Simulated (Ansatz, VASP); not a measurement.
# MgI2 in VASP and in Ansatz

```
Mg I
1.0
     4.15370    0.02077    0.02077
    -2.05886    3.58683    0.00760
     0.03431    0.03431    6.86200
Mg I
1 2
Cartesian
  0.0000 0.0000 0.0000
  0.0380 2.4241 5.2108
  2.0912 1.2178 1.6795
```

Change from the starting cell: equal xy, yz and zx shear strains of +1 %, crystal datasets.

Alike in both runs: task electric field gradients; functional PBEsol; k mesh 7 × 7 × 4; occupations fermi-dirac, width 0.03 eV; no spin polarisation.

|  | VASP | Ansatz |
| --- | --- | --- |
| version | VASP 6.6.1 | Ansatz 0.2.0 |
| potentials or method | VASP PAW PBE potentials, release 64 (Mg, I), cutoff 520 eV | all-electron PAW with datasets made for the crystal, scalar-relativistic |

|  | VASP | Ansatz | Ansatz less VASP |
| --- | --- | --- | --- |
| gap on the k mesh at the Fermi level (eV) | 3.44 | 3.45 | +0.016 |
| pressure (GPa) | -0.2 | -0.2 | +0.02 |
| traceless stress, the component that is largest in VASP (GPa) | 0.26 | 0.26 | -0.005 |
| rms of the force components (eV/Å) | 0.025 | 0.024 | -0.0010 |
| size of Vzz on the site where it differs most (V/Å²) | 49.1 | 50.7 | +1.59 |

VASP's potentials were made for PBE, not for PBEsol. Atom by atom the forces differ by 0.001 eV/Å (rms over components). Ansatz ran all-electron here, and VASP with PAW potentials.

Spin-orbit coupling is off throughout.
